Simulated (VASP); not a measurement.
Wanted: the native input for a VASP 6.6.1 run.

```
Task                   : single point
Functional             : PBE
Potentials or basis    : VASP PAW PBE potentials, release 64 (Y_sv, F)
Cutoff                 : 520 eV
k mesh                 : 6 × 6 × 4
Occupations            : gaussian, width 0.1 eV
Spin                   : no spin polarisation
Dipole correction      : no
Further INCAR settings : ALGO = Normal; EDIFF = 1e-07; NBANDS = 26
```

The structure of YF lies in POSCAR:

```
YF
1.0
    3.7130000000      0.0000000000      0.0000000000
   -1.8565000000      3.2155523200      0.0000000000
    0.0000000000      0.0000000000      6.1090502100
Y F
2 2
Direct
    0.3333333300      0.6666666700      0.3731349300
    0.6666666700      0.3333333300      0.8731349300
    0.3333333300      0.6666666700      0.0000000000
    0.6666666700      0.3333333300      0.5000000000
```

The input as run:

INCAR

```
SYSTEM = YF
ALGO = Normal
EDIFF = 1E-7
ENCUT = 520
GGA = PE
ISIF = 2
ISMEAR = 0
LASPH = .TRUE.
LCHARG = .FALSE.
LREAL = .FALSE.
LWAVE = .FALSE.
NBANDS = 26
NELM = 80
PREC = Accurate
SIGMA = 0.1
```

KPOINTS

```
k-points
0
G
  6 6 4
  0 0 0
```

Potentials or basis: VASP PAW PBE potentials, release 64 (Y_sv, F).

Launch:

```console
$ cat potpaw_PBE.64/Y_sv/POTCAR potpaw_PBE.64/F/POTCAR > POTCAR
$ mpirun -np 1 vasp_std > vasp.out
```

Results of the run:

| Quantity | Value |
| --- | --- |
| Pressure | 11.2 GPa |
| Largest force | 0.056 eV/Å |
| Band gap on the k mesh | zero (band 18 reaches 4.82 eV, above the bottom of band 19 at 4.60 eV) |

Run time: 26 s on 1 thread of AMD EPYC 9R45 96-Core Processor (Zen 5) (shared host), peak memory 0.18 GiB.
